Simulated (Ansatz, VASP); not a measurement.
**PbO in VASP and in Ansatz**

```
Pb O
1.0
    12.77065    0.00000    0.00000
     0.00000    3.58821    0.00000
     0.00000    0.00000    3.76378
Pb O
4 4
Direct
  0.14305 0.25000 0.19130
  0.85695 0.75000 0.80870
  0.35695 0.75000 0.69130
  0.64305 0.25000 0.30870
  0.81563 0.25000 0.43092
  0.18437 0.75000 0.56908
  0.68437 0.75000 0.93092
  0.31563 0.25000 0.06908
```

Alike in both runs: functional PBE; k mesh 4 × 8 × 8; occupations gaussian, width 0.02 eV; no spin polarisation.

Ansatz relaxed the structure, and its values are those at the end. VASP's run is a single point on that final structure, the one shown.

|  | VASP | Ansatz |
| --- | --- | --- |
| version | VASP 6.6.1 | Ansatz 0.2.0 |
| potentials or method | VASP PAW PBE potentials, release 64 (Pb_d, O), cutoff 520 eV | scalar-relativistic, plane waves, PAW |
| valence electrons in the cell | 80 | 80 |

|  | VASP | Ansatz | Ansatz less VASP |
| --- | --- | --- | --- |
| gap on the k mesh at the Fermi level (eV) | 1.93 | 1.93 | +0.006 |
| least direct gap on the mesh (eV) | 2.17 | 2.17 | +0.001 |
| pressure (GPa) | 0.1 | 0.0 | -0.05 |
| rms of the force components (eV/Å) | 0.018 | 0.000 | -0.0177 |

Neither program's run includes spin-orbit coupling.
